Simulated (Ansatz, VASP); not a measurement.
## One calculation of Ca, two programs

Contents of INCAR:

```
SYSTEM = Ca
PREC = Accurate ; ENCUT = 520
EDIFF = 1E-6 ; ISMEAR = 0
SIGMA = 0.15 ; LREAL = .FALSE.
LASPH = .TRUE. ; NELM = 60
ALGO = Fast ; ISIF = 2
LWAVE = .FALSE. ; LCHARG = .FALSE.
GGA = CA ; NBANDS = 11
```

KPOINTS

```
regular mesh
0
G
  14 14 14
  0 0 0
```

The input POSCAR:

```
Ca
1.0
    3.3142235230      0.0000000000      0.0000000000
    0.0000000000      3.3142235230      0.0000000000
    0.0000000000      0.0000000000      3.4886563400
Ca
1
Direct
    0.0000000000      0.0000000000      0.0000000000
```

Input for Ansatz:

```yaml
crystal:
  lattice:
    - [3.314223523, 0.0, 0.0]
    - [0.0, 3.314223523, 0.0]
    - [0.0, 0.0, 3.48865634]
  atoms:
    - { symbol: Ca, position: [0.0, 0.0, 0.0] }
basis:
  ecutwfc: 420
kpoints:
  mp_grid: { grid: [14, 14, 14] }
hamiltonian:
  xc: lda
scf:
  occupations: { method: gaussian, width: 0.15 }
output:
  forces: true
  stress: true
  eigenvalues: true
```

Change from the starting cell: strain -0.050 along x and y, +0.000 along z, atoms carried along.

Alike in both runs: task single point; functional LDA; k mesh 14 × 14 × 14; occupations gaussian, width 0.15 eV; no spin polarisation.

|  | VASP | Ansatz |
| --- | --- | --- |
| version | VASP 6.6.1 | Ansatz 0.2.0 |
| potentials or method | VASP PAW LDA potentials, release 64 (Ca_sv), cutoff 520 eV | scalar-relativistic, plane waves, PAW |
| valence electrons in the cell | 10 | 10 |

```csv
,VASP,Ansatz,Ansatz less VASP
gap on the k mesh at the Fermi level (eV),none,none,-
pressure (GPa),-0.1,-0.1,+0.01
"traceless stress, the component that is largest in VASP (GPa)",-2.03,-2.02,+0.014
```

LDA's correlation is that of Perdew and Zunger in VASP and of Perdew and Wang (1992) in Ansatz. A gap of «none» marks a metal or a gap that the smearing closes.
